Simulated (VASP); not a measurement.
Input of a VASP 6.6.1 run:

INCAR

```
SYSTEM = BaZrO3
  ALGO = Normal
  EDIFF = 1E-6
  ENCUT = 520
  GGA = PE
  ISIF = 2
  ISMEAR = 0
  LASPH = .True.
  LCHARG = .False.
  LREAL = .False.
  LWAVE = .False.
  NBANDS = 28
  NELM = 100
  PREC = Accurate
  SIGMA = 0.01
```

Contents of KPOINTS:

```
k-points
0
Gamma
  3 3 3
  0 0 0
```

The input POSCAR:

```
BaZrO3
1.0
    4.1913400000      0.0000000000      0.0000000000
    0.0000000000      4.1913400000      0.0000000000
    0.0000000000      0.0000000000      4.1913400000
Ba Zr O
1 1 3
Direct
    0.0000000000      0.0000000000      0.0000000000
    0.5000000000      0.5000000000      0.5000000000
    0.0000000000      0.5000000000      0.5000000000
    0.5000000000      0.0000000000      0.5000000000
    0.5000000000      0.5000000000      0.0000000000
```

Potentials or basis: VASP PAW PBE potentials, release 64 (Ba_sv, Zr_sv, O).

Launch:

```console
$ cat potpaw_PBE.64/Ba_sv/POTCAR potpaw_PBE.64/Zr_sv/POTCAR potpaw_PBE.64/O/POTCAR > POTCAR
$ mpirun -np 1 vasp_std > vasp.out
```

Estimate the band gap on the k mesh.

3.38 eV, direct.

Predict the pressure.

5.3 GPa.

Caveat: the k points lie up to 0.50 Å⁻¹ apart; spin-orbit coupling is left out, which moves the levels of the heavy elements. A hybrid or GW would open this gap; PBE tends to underestimate it.
